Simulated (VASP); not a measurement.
Input of a VASP 6.6.1 run:

INCAR

```
PREC = Accurate ; ENCUT = 520
EDIFF = 1E-6 ; ISMEAR = -1
SIGMA = 0.05 ; LREAL = False
LASPH = True ; NELM = 60
ALGO = Normal ; ISIF = 2
LWAVE = False ; LCHARG = False
GGA = CA ; NBANDS = 14
```

KPOINTS

```
Automatic mesh
0
Gamma
  9 9 9
```

Contents of POSCAR:

```
TiB
1.0
    0.0000000000      2.1010000000      2.1010000000
    2.1010000000      0.0000000000      2.1010000000
    2.1010000000      2.1010000000      0.0000000000
Ti B
1 1
Direct
    0.0000000000      0.0000000000      0.5000000000
    0.2500000000      0.2500000000     -0.2500000000
```

Potentials or basis: VASP PAW LDA potentials, release 64 (Ti_sv, B).

Launch:

```sh
$ cat potpaw_LDA.64/Ti_sv/POTCAR potpaw_LDA.64/B/POTCAR > POTCAR
$ mpirun -np 1 vasp_std > vasp.out
```

Estimate the pressure.

105.6 GPa.
